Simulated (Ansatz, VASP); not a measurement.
# Re: VASP beside Ansatz

INCAR

```
SYSTEM = Re
  PREC = Accurate
  ENCUT = 520
  EDIFF = 1E-7
  ISMEAR = -1
  SIGMA = 0.1
  LREAL = .False.
  LASPH = .True.
  NELM = 80
  ALGO = Normal
  ISIF = 2
  LWAVE = .False.
  LCHARG = .False.
  GGA = B5
  ALDAX = 1.0
  AGGAX = 1.0
  AGGAC = 1.0
  ALDAC = 0.0
  NBANDS = 10
```

KPOINTS

```
regular mesh
0
Gamma
  15 15 15
  0 0 0
```

File POSCAR:

```
Re
1.0
    0.0000000000      2.0087636652      2.0087636652
    2.0087636652      0.0000000000      2.0087636652
    2.0087636652      2.0087636652      0.0000000000
Re
1
Direct
    0.0000000000      0.0000000000      0.0000000000
```

Input for Ansatz:

```yaml
crystal:
  lattice:
    - [0.0, 2.0087636652, 2.0087636652]
    - [2.0087636652, 0.0, 2.0087636652]
    - [2.0087636652, 2.0087636652, 0.0]
  atoms:
    - { symbol: Re, position: [0.0, 0.0, 0.0] }
hamiltonian:
  xc: blyp
  pseudopotentials:
    kind: paw
    azcp:
      Re: "pseudopotentials/Re.paw.azcp"
basis:
  ecutwfc: 420
  fft_grid_basis: typed
kpoints:
  mp_grid: { grid: [15, 15, 15], shift: [0, 0, 0] }
magnetization:
  spin_polarized: false
scf:
  occupations: { method: fermi_dirac, width: 0.1 }
  lower_state_search: "off"
output:
  stress: true
  write_density: true
  write_potential: true
  elf: true
  volumetric_format: npy
```

Alike in both runs: task single point; functional BLYP; k mesh 15 × 15 × 15; occupations fermi-dirac, width 0.1 eV; no spin polarisation.

```csv
,VASP,Ansatz
version,VASP 6.6.1,Ansatz 0.2.0
potentials or method,"VASP PAW PBE potentials, release 64 (Re), cutoff 520 eV","plane waves (420 eV) with PAW, scalar-relativistic"
valence electrons in the cell,7,15
```

Ansatz gave:

```
pressure (GPa) : -11.5
```

Estimate VASP's values.

pressure (GPa): -10.2.

VASP's potentials were made for PBE, not for BLYP. VASP's potentials hold 7 valence electrons a cell and Ansatz's 15, so a difference there can come from the potentials and not from the codes.

Neither program's run includes spin-orbit coupling.
